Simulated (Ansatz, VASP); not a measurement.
## Ti in VASP and in Ansatz

The input INCAR:

```
SYSTEM = Ti
PREC = Accurate ; ENCUT = 520
EDIFF = 1E-7 ; ISMEAR = -1
SIGMA = 0.1 ; LREAL = .FALSE.
LASPH = .TRUE. ; NELM = 60
ALGO = Normal ; ISIF = 2
LWAVE = .FALSE. ; LCHARG = .FALSE.
GGA = PS ; NBANDS = 19
```

File KPOINTS:

```
regular mesh
0
G
  16 16 8
  0 0 0
```

The input POSCAR:

```
Ti
1.0
   -2.0273129478      1.6633699462      1.4841874922
    1.6633699462     -2.0273129478      1.4841874922
    3.6874198046      3.6874198046     -2.1507497661
Ti
2
Direct
    0.9584060301      0.0415939699      0.0000000000
    0.7915939699      0.2084060301      0.5000000000
```

Input for Ansatz:

```yaml
crystal:
  lattice:
    - [-2.0273129478, 1.6633699462, 1.4841874922]
    - [1.6633699462, -2.0273129478, 1.4841874922]
    - [3.6874198046, 3.6874198046, -2.1507497661]
  atoms:
    - { symbol: Ti, position: [0.9584060301, 0.0415939699, 0.0] }
    - { symbol: Ti, position: [0.7915939699, 0.2084060301, 0.5] }
hamiltonian:
  xc: pbesol
  pseudopotentials:
    kind: paw
    azcp:
      Ti: "pseudopotentials/Ti.paw.azcp"
basis:
  ecutwfc: 420
  fft_grid_basis: typed
kpoints:
  mp_grid: { grid: [16, 16, 8], shift: [0, 0, 0] }
magnetization:
  spin_polarized: false
scf:
  occupations: { method: fermi_dirac, width: 0.1 }
  lower_state_search: "off"
output:
  stress: true
```

Alike in both runs: task single point; functional PBEsol; k mesh 16 × 16 × 8; occupations fermi-dirac, width 0.1 eV; no spin polarisation.

|  | VASP | Ansatz |
| --- | --- | --- |
| version | VASP 6.6.1 | Ansatz 0.2.0 |
| potentials or method | VASP PAW PBE potentials, release 64 (Ti_sv), cutoff 520 eV | plane waves (420 eV) with PAW, scalar-relativistic |
| valence electrons in the cell | 24 | 24 |

|  | VASP | Ansatz | Ansatz less VASP |
| --- | --- | --- | --- |
| pressure (GPa) | -11.1 | -10.9 | +0.11 |
| traceless stress, the component that is largest in VASP (GPa) | -0.11 | -0.11 | 0.000 |

VASP's potentials were made for PBE, not for PBEsol, and Ansatz warns of the same on its side.
